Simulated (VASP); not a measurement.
A run of VASP 6.6.1 is set up as follows.

Contents of POSCAR:

```
EuO
1.0
    2.5399944600      2.5399944600      5.0799889100
    5.0799889100      2.5399944600      2.5399944600
    2.5399944600      5.0799889100      2.5399944600
Eu O
2 2
Direct
    0.0000000000      0.0000000000      0.0000000000
    0.5000000000      0.5000000000      0.5000000000
    0.2500000000      0.2500000000      0.2500000000
    0.7500000000      0.7500000000      0.7500000000
```

The input INCAR.step1:

```
ALGO = Normal ; EDIFF = 1E-6
ENCUT = 520 ; GGA = PE
GGA_COMPAT = False ; ISIF = 2
ISMEAR = -1 ; ISPIN = 2
LASPH = True ; LCHARG = True
LDAU = True ; LDAUJ = 0 0
LDAUL = 3 -1 ; LDAUPRINT = 1
LDAUTYPE = 2 ; LDAUU = 7.45 0
LMAXMIX = 6 ; LORBIT = 11
LREAL = False ; LWAVE = False
MAGMOM = 7.42 7.42 -0.09 -0.09 ; NBANDS = 35
NEDOS = 2001 ; NELM = 200
PREC = Accurate ; SIGMA = 0.0579
```

The input KPOINTS.step1:

```
k-points
0
Gamma
  6 6 6
```

INCAR.step2

```
ALGO = Normal ; EDIFF = 1E-6
ENCUT = 520 ; GGA = PE
GGA_COMPAT = False ; ICHARG = 11
ISIF = 2 ; ISMEAR = -5
ISPIN = 2 ; LASPH = True
LCHARG = False ; LDAU = True
LDAUJ = 0 0 ; LDAUL = 3 -1
LDAUPRINT = 1 ; LDAUTYPE = 2
LDAUU = 7.45 0 ; LMAXMIX = 6
LORBIT = 11 ; LREAL = False
LWAVE = False ; MAGMOM = 7.42 7.42 -0.09 -0.09
NEDOS = 1001 ; NELM = 200
PREC = Accurate ; SIGMA = 0.0579
```

KPOINTS.step2

```
k-points
0
Gamma
  9 9 9
```

Potentials or basis: VASP PAW PBE potentials, release 64 (Eu, O).

Command:

```bash
$ cat potpaw_PBE.64/Eu/POTCAR potpaw_PBE.64/O/POTCAR > POTCAR
$ cp INCAR.step1 INCAR
$ cp KPOINTS.step1 KPOINTS
$ mpirun -np 1 vasp_std > vasp.out
$ cp INCAR.step2 INCAR
$ cp KPOINTS.step2 KPOINTS
$ mpirun -np 1 vasp_std > vasp.out
```

(1) Estimate the net moment.

(2) Predict the site moments.

Results:

(1) 14.00 μB per cell.

(2) Eu +6.74; O -0.09 μB.
